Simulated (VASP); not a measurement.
Input of a VASP 6.6.1 run:

File INCAR:

```
SYSTEM = GdRe3
PREC = Accurate ; ENCUT = 520
EDIFF = 1E-6 ; ISMEAR = 0
SIGMA = 0.05 ; LREAL = .False.
LASPH = .True. ; NELM = 150
ALGO = Normal ; ISIF = 2
LWAVE = .False. ; LCHARG = .False.
LMAXMIX = 6 ; LDAU = .True.
LDAUTYPE = 2 ; LDAUL = 3 -1
LDAUU = 6 0 ; LDAUJ = 0 0
LDAUPRINT = 1 ; GGA = PE
NBANDS = 28
```

Contents of KPOINTS:

```
regular mesh
0
Gamma
  8 8 8
  0 0 0
```

The input POSCAR:

```
GdRe3
1.0
    4.1337201340      0.0000000000      0.0000000000
    0.0000000000      4.1337201340      0.0000000000
    0.0000000000      0.0000000000      4.1337201340
Gd Re
1 3
Direct
    0.0000000000      0.0000000000      0.0000000000
    0.0000000000      0.5000000000      0.5000000000
    0.5000000000      0.5000000000      0.0000000000
    0.5000000000      0.0000000000      0.5000000000
```

Potentials or basis: VASP PAW PBE potentials, release 64 (Gd, Re).

The run is started by

```bash
$ cat potpaw_PBE.64/Gd/POTCAR potpaw_PBE.64/Re/POTCAR > POTCAR
$ mpirun -np 1 vasp_std > vasp.out
```

(1) What does it give for the band gap on the k mesh?

(2) Estimate the pressure.

## Answers

(1) zero (an odd number of electrons rules out a gap without spin polarisation).

(2) -10.8 GPa.

Caveat: the cell stands under tension; spin-orbit coupling is left out, which moves the levels of the heavy elements; U without spin polarisation on a metal has little footing.
